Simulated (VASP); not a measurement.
## ZnS: single point with PBE

The system is ZnS.

```xyz
4
Lattice="3.9464 0.0000 0.0000 -1.9732 3.4177 0.0000 0.0000 0.0000 5.8801" Properties=species:S:1:pos:R:3 pbc="T T T"
Zn    0.0000    2.2784    1.4700
Zn    1.9732    1.1392    4.4100
S     1.9732    1.1392    1.4700
S     0.0000    2.2784    4.4100
```

| Item | Value |
| --- | --- |
| Program | VASP 6.6.1 |
| Task | single point |
| Functional | PBE |
| Potentials or basis | VASP PAW PBE potentials, release 64 (Zn, S) |
| Cutoff | 520 eV |
| k mesh | 12 × 12 × 4 |
| Occupations | gaussian, width 0.01 eV |
| Spin | no spin polarisation |
| Dipole correction | no |
| Further INCAR settings | ALGO = Normal; EDIFF = 1e-07; NBANDS = 26 |

The pressure is 2.2 GPa and the band gap on the k mesh is 1.44 eV.

Stress tensor (GPa, compression positive):
```
2.67 0.00 0.00
0.00 2.67 0.00
0.00 0.00 1.35
```

Levels at points of the mesh, in eV from the valence-band top:
| k point | band 14 | band 15 | band 16 | band 17 | band 18 | band 19 | band 20 | band 21 | band 22 | band 23 |
| --- | --- | --- | --- | --- | --- | --- | --- | --- | --- | --- |
| (0.00, 0.00, 0.00) | -1.20 | -1.20 | -0.43 | -0.43 | 0.00 | 1.44 | 1.98 | 5.70 | 5.70 | 6.95 |
| (0.50, 0.00, 0.00) | -4.45 | -2.74 | -2.56 | -1.65 | -1.15 | 2.58 | 4.08 | 5.50 | 7.89 | 8.24 |
| (0.00, 0.00, 0.50) | -2.32 | -0.82 | -0.82 | -0.82 | -0.82 | 2.67 | 2.67 | 6.02 | 6.02 | 6.02 |
| (0.50, 0.00, 0.50) | -5.04 | -2.23 | -2.23 | -0.75 | -0.75 | 3.62 | 3.62 | 4.45 | 4.45 | 9.04 |

It took 2.6 min on 1 thread of Intel Xeon 8259CL, with other jobs on the host, peak memory 0.25 GiB.

A k mesh can miss the band edges.
